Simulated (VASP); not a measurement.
Here is a VASP 6.6.1 calculation.

The input POSCAR:

```
Sb
1.0
    3.1126000000      0.0000000000      0.0000000000
    0.0000000000      3.1600000000      0.0000000000
    0.0000000000      0.0000000000      3.1600000000
Sb
1
Direct
    0.0000000000      0.0000000000      0.0000000000
```

INCAR.step1

```
SYSTEM = Sb
PREC     = Accurate       ! precision mode
ENCUT    = 520            ! plane-wave cutoff, eV
ISMEAR   = 0              ! smearing method
SIGMA    = 0.15           ! smearing width, eV
LREAL    = .False.        ! projectors in reciprocal space
LASPH    = .True.         ! aspherical terms in the spheres
NELM     = 80             ! most SCF steps
NBANDS   = 8              ! bands
GGA      = PE             ! functional
ALGO     = Normal         ! electronic algorithm
EDIFF    = 1E-4           ! SCF threshold, eV
LWAVE    = .True.         ! write WAVECAR
LCHARG   = .False.        ! write CHGCAR
```

File INCAR.step2:

```
SYSTEM = Sb
PREC     = Accurate       ! precision mode
ENCUT    = 520            ! plane-wave cutoff, eV
EDIFF    = 1E-7           ! SCF threshold, eV
ISMEAR   = 0              ! smearing method
SIGMA    = 0.15           ! smearing width, eV
LREAL    = .False.        ! projectors in reciprocal space
LASPH    = .True.         ! aspherical terms in the spheres
NELM     = 80             ! most SCF steps
ALGO     = Normal         ! electronic algorithm
ISIF     = 2              ! what is computed and relaxed
LWAVE    = .False.        ! write WAVECAR
LCHARG   = .False.        ! write CHGCAR
METAGGA  = R2SCAN         ! meta-GGA
LMIXTAU  = .True.       
NBANDS   = 8              ! bands
ISTART   = 1
```

The input KPOINTS:

```
Automatic mesh
0
Gamma
  16 16 16
  0 0 0
```

Potentials or basis: VASP PAW PBE potentials, release 64 (Sb).

Run with:

```sh
$ cat potpaw_PBE.64/Sb/POTCAR > POTCAR
$ cp INCAR.step1 INCAR
$ mpirun -np 1 vasp_std > vasp.out
$ cp INCAR.step2 INCAR
$ mpirun -np 1 vasp_std > vasp.out
```

**Question.** Estimate the pressure.

**Answer.** -3.0 GPa.

**Question.** Predict the band gap on the k mesh.

**Answer.** Zero (an odd number of electrons rules out a gap without spin polarisation).

Stress tensor (GPa, compression positive):
```
-2.13  0.00  0.00
 0.00 -3.51  0.00
 0.00  0.00 -3.51
```

Caveat: the cell differs from its parent crystal (strain -0.0150 x Voigt [1, 0, 0, 0, 0, 0]); the cell stands under tension; the PAW data sets were made with another functional, which shifts forces and pressure a little; spin-orbit coupling is left out, which moves the levels of the heavy elements.
